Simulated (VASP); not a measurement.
Write the native input for VASP 6.6.1 that does the following.

```
Task                   : single point
Functional             : LDA
Potentials or basis    : VASP PAW LDA potentials, release 64 (Ir)
Cutoff                 : 520 eV
k mesh                 : 8 × 8 × 5
Occupations            : fermi-dirac, width 0.05 eV
Spin                   : non-collinear spin, zero start, spin-orbit coupling
Starting moments       : [[0.0, 0.0, 0.0], [0.0, 0.0, 0.0]] μB
Dipole correction      : no
Further INCAR settings : ALGO = Normal; EDIFF = 1e-06; NBANDS = 30
```

The structure of Ir lies in POSCAR:

```
Ir
1.0
    2.7088622941      0.0000000000      0.0000000000
   -1.3544311471      2.3459435621      0.0000000000
    0.0000000000      0.0000000000      4.3904671886
Ir
2
Direct
    0.3333333333      0.6666666667      0.2500000000
    0.6666666667      0.3333333333      0.7500000000
```

These files were run (other wordings do the same):

INCAR

```
PREC     = Accurate       # precision mode
ENCUT    = 520            # plane-wave cutoff, eV
EDIFF    = 1E-6           # SCF threshold, eV
ISMEAR   = -1             # smearing method
SIGMA    = 0.05           # smearing width, eV
LREAL    = F              # projectors in reciprocal space
LASPH    = T              # aspherical terms in the spheres
NELM     = 150            # most SCF steps
ALGO     = Normal         # electronic algorithm
ISIF     = 2              # what is computed and relaxed
LWAVE    = F              # write WAVECAR
LCHARG   = F              # write CHGCAR
LNONCOLLINEAR= T              # non-collinear magnetism
MAGMOM   = 0 0 0 0 0 0    # initial moments
LORBIT   = 11             # projections on sites
LSORBIT  = T              # spin-orbit coupling
GGA_COMPAT= F            
LORBMOM  = T            
LMAXMIX  = 4              # l up to which the mixer works
GGA      = CA             # functional
NBANDS   = 30             # bands
```

KPOINTS

```
regular mesh
0
Gamma
  8 8 5
```

Potentials or basis: VASP PAW LDA potentials, release 64 (Ir).

Run with:

```console
$ cat potpaw_LDA.64/Ir/POTCAR > POTCAR
$ mpirun -np 1 vasp_ncl > vasp.out
```

It gave:

```
Pressure                                              : 3.0 GPa
Net moment                                            : 0.00 μB per cell
Valence electrons inside the program's atomic spheres : Ir 8.47
```

Wall time 39 s on 1 thread of Intel Xeon 6975P-C, with other jobs on the host, peak memory 0.19 GiB.
